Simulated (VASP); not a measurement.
# CsI (Pm-3m) in VASP: single point with HSE06

Aim: the single point of CsI with HSE06.

Everything below comes from runs of VASP 6.6.1. Logs are shortened: lines on timing, memory, paths and dates and some standing lists are left out, and cuts for length are marked.

### Step 1. The cell of the first run

It takes space group Pm-3m (No. 221, cubic). The conventional cell has a = 4.608 Å, b = 4.608 Å, c = 4.608 Å, α = 90.00°, β = 90.00°, γ = 90.00°. Within 5.2 Å of Cs (site symmetry m-3m) lie 8 I at 3.99 Å and 6 Cs at 4.61 Å. Within 5.2 Å of I (site symmetry m-3m) lie 8 Cs at 3.99 Å and 6 I at 4.61 Å.

### Step 2. Single point, HSE06, non-collinear spin, zero start, spin-orbit coupling

File POSCAR:

```
CsI
1.0
    4.6081171041      0.0000000000      0.0000000000
    0.0000000000      4.6081171041      0.0000000000
    0.0000000000      0.0000000000      4.6081171041
Cs I
1 1
Direct
    0.0000000000      0.0000000000      0.0000000000
    0.5000000000      0.5000000000      0.5000000000
```

File INCAR.step1:

```
  PREC = Accurate
  ENCUT = 400
  EDIFF = 1E-5
  ISMEAR = 0
  SIGMA = 0.01
  LREAL = False
  LASPH = True
  NELM = 200
  ALGO = Normal
  ISIF = 2
  LWAVE = True
  LCHARG = False
  MAGMOM = 0 0 0 0 0 0
  LORBIT = 11
  LSORBIT = True
  GGA_COMPAT = False
  LORBMOM = True
  NBANDS = 28
  GGA = PE
  KPAR = 4
```

File INCAR.step2:

```
  PREC = Accurate
  ENCUT = 400
  EDIFF = 1E-6
  ISMEAR = 0
  SIGMA = 0.01
  LREAL = False
  LASPH = True
  NELM = 200
  ALGO = Normal
  ISIF = 2
  LWAVE = False
  LCHARG = False
  MAGMOM = 0 0 0 0 0 0
  LORBIT = 11
  LSORBIT = True
  GGA_COMPAT = False
  LORBMOM = True
  GGA = PE
  LHFCALC = True
  HFSCREEN = 0.2079
  PRECFOCK = Normal
  NBANDS = 28
  ISTART = 1
  KPAR = 4
```

File KPOINTS:

```
Automatic mesh
0
Gamma
  4 4 4
```

Potentials or basis: VASP PAW PBE potentials, release 64 (Cs_sv, I).

On the command line:

```
cat potpaw_PBE.64/Cs_sv/POTCAR potpaw_PBE.64/I/POTCAR > POTCAR
cp INCAR.step1 INCAR
mpirun -np 4 vasp_ncl > vasp.out
cp INCAR.step2 INCAR
mpirun -np 4 vasp_ncl > vasp.out
```

OUTCAR:

```text
PREC = Accurate
   ENCUT = 400
   EDIFF = 1E-6
   ISMEAR = 0
   LREAL = False
   LASPH = True
   NELM = 200
   ISIF = 2
   LORBIT = 11
   LSORBIT = True
   GGA = PE
   LHFCALC = True
   HFSCREEN = 0.2079
   PRECFOCK = Normal
   ISTART = 1

 ion  position               nearest neighbor table
   1  0.000  0.000  0.000-
   2  0.500  0.500  0.500-

  LATTYP: Found a simple cubic cell.
 ALAT       =     4.6081171041

  Lattice vectors:

 A1 = (   4.6081171041,   0.0000000000,   0.0000000000)
 A2 = (   0.0000000000,   4.6081171041,   0.0000000000)
 A3 = (   0.0000000000,   0.0000000000,   4.6081171041)

Analysis of symmetry for initial positions (statically):
=====================================================================
 Subroutine PRICEL returns:
 Original cell was already a primitive cell.

 Routine SETGRP: Setting up the symmetry group for a
 simple cubic supercell.

 Subroutine GETGRP returns: Found 48 space group operations
 (whereof 48 operations were pure point group operations)
 out of a pool of 48 trial point group operations.

The static configuration has the point symmetry O_h .

Analysis of symmetry for dynamics (positions and initial velocities):
=====================================================================
 Subroutine PRICEL returns:
 Original cell was already a primitive cell.

 Routine SETGRP: Setting up the symmetry group for a
 simple cubic supercell.

 Subroutine GETGRP returns: Found 48 space group operations
 (whereof 48 operations were pure point group operations)
 out of a pool of 48 trial point group operations.

The dynamic configuration has the point symmetry O_h .

Analysis of structural, dynamic, and magnetic symmetry:
=====================================================================
 Subroutine PRICEL returns:
 Original cell was already a primitive cell.

 Routine SETGRP: Setting up the symmetry group for a
 simple cubic supercell.

 Subroutine GETGRP returns: Found 48 space group operations
 (whereof 48 operations were pure point group operations)
 out of a pool of 48 trial point group operations.

The overall configuration has the point symmetry O_h .

 Subroutine INISYM returns: Found 48 space group operations
 (whereof 48 operations are pure point group operations),
 and found     1 'primitive' translations

----------------------------------------------------------------------------------------

                                     Primitive cell
[... 473 lines left out ...]
 -----------------------------------------------------------------------------------
    total drift:                                0.000004      0.000004      0.000004

  FREE ENERGIE OF THE ION-ELECTRON SYSTEM (eV)
  ---------------------------------------------------
  free  energy   TOTEN  =        -6.5859021680 eV

  energy  without entropy=       -6.5859021680  energy(sigma->0) =       -6.58590217

 orbital moment (x)

 # of ion     p       d       tot
 ----------------------------------------
  1         0.000   0.000   0.000
  2        -0.000  -0.000  -0.000
 ----------------------------------------
           -0.000   0.000  -0.000

 orbital moment (y)

 # of ion     p       d       tot
 ----------------------------------------
  1         0.000   0.000   0.000
  2        -0.000  -0.000  -0.000
 ----------------------------------------
           -0.000   0.000  -0.000

 orbital moment (z)

 # of ion     p       d       tot
 ----------------------------------------
  1         0.000   0.000   0.000
  2        -0.000   0.000  -0.000
 ----------------------------------------
           -0.000   0.000  -0.000

 Spin-Orbit-Coupling matrix elements

 Ion:    1  E_soc:     -0.3167915
 l=   1
     0.0000000    -0.0527437    -0.0527436
    -0.0527437     0.0000000    -0.0527436
    -0.0527436    -0.0527436     0.0000000
 l=   2
     0.0000000    -0.0000160     0.0000000    -0.0000160    -0.0000390
    -0.0000160     0.0000000    -0.0000292    -0.0000160    -0.0000097
     0.0000000    -0.0000292     0.0000000    -0.0000292     0.0000000
    -0.0000160    -0.0000160    -0.0000292     0.0000000    -0.0000097
    -0.0000390    -0.0000097     0.0000000    -0.0000097     0.0000000
 l=   3
     0.0000000     0.0000000     0.0000000     0.0000000     0.0000000     0.0000000     0.0000000
     0.0000000     0.0000000     0.0000000     0.0000000     0.0000000     0.0000000     0.0000000
     0.0000000     0.0000000     0.0000000     0.0000000     0.0000000     0.0000000     0.0000000
     0.0000000     0.0000000     0.0000000     0.0000000     0.0000000     0.0000000     0.0000000
     0.0000000     0.0000000     0.0000000     0.0000000     0.0000000     0.0000000     0.0000000
     0.0000000     0.0000000     0.0000000     0.0000000     0.0000000     0.0000000     0.0000000
     0.0000000     0.0000000     0.0000000     0.0000000     0.0000000     0.0000000     0.0000000

 Ion:    2  E_soc:     -0.2410274
 l=   1
     0.0000000    -0.0401664    -0.0401664
    -0.0401664     0.0000000    -0.0401664
    -0.0401664    -0.0401664     0.0000000
 l=   2
     0.0000000    -0.0000007     0.0000000    -0.0000007    -0.0000041
    -0.0000007     0.0000000    -0.0000031    -0.0000007    -0.0000010
     0.0000000    -0.0000031     0.0000000    -0.0000031     0.0000000
    -0.0000007    -0.0000007    -0.0000031     0.0000000    -0.0000010
    -0.0000041    -0.0000010     0.0000000    -0.0000010     0.0000000
 l=   3
     0.0000000     0.0000000     0.0000000     0.0000000     0.0000000     0.0000000     0.0000000
     0.0000000     0.0000000     0.0000000     0.0000000     0.0000000     0.0000000     0.0000000
     0.0000000     0.0000000     0.0000000     0.0000000     0.0000000     0.0000000     0.0000000
     0.0000000     0.0000000     0.0000000     0.0000000     0.0000000     0.0000000     0.0000000
     0.0000000     0.0000000     0.0000000     0.0000000     0.0000000     0.0000000     0.0000000
     0.0000000     0.0000000     0.0000000     0.0000000     0.0000000     0.0000000     0.0000000
     0.0000000     0.0000000     0.0000000     0.0000000     0.0000000     0.0000000     0.0000000

 total charge

# of ion       s       p       d       tot
------------------------------------------
    1        2.151   4.737   0.023   6.912
    2        1.493   2.921   0.002   4.415
--------------------------------------------------
tot          3.644   7.658   0.024  11.327

 magnetization (x)

# of ion       s       p       d       tot
------------------------------------------
    1        0.000   0.000   0.000   0.000
    2        0.000   0.000   0.000   0.000
--------------------------------------------------
tot          0.000   0.000   0.000   0.000

 magnetization (y)

# of ion       s       p       d       tot
------------------------------------------
    1        0.000   0.000   0.000   0.000
    2       -0.000   0.000   0.000  -0.000
--------------------------------------------------
tot          0.000   0.000   0.000   0.000

 magnetization (z)

# of ion       s       p       d       tot
------------------------------------------
    1        0.000   0.000   0.000   0.000
    2       -0.000   0.000  -0.000  -0.000
--------------------------------------------------
tot          0.000   0.000  -0.000   0.000
```

It took 5.9 min on 4 MPI ranks of Intel Xeon Platinum 8488C (Sapphire Rapids), shared host; peak memory 0.4 GiB.

Results:

| Item | Value |
| --- | --- |
| Free energy | -6.5859 eV |
| Pressure | 0.2 GPa |
| Net moment | 0.00 μB per cell |
| Valence electrons inside the program's atomic spheres | Cs 6.91; I 4.42 |

Moments on the atoms (μB; x, y, z):
```
Cs  0.00 0.00 0.00
I   0.00 0.00 0.00
```

Caveat: the PAW data sets were made with another functional, which shifts forces and pressure a little.
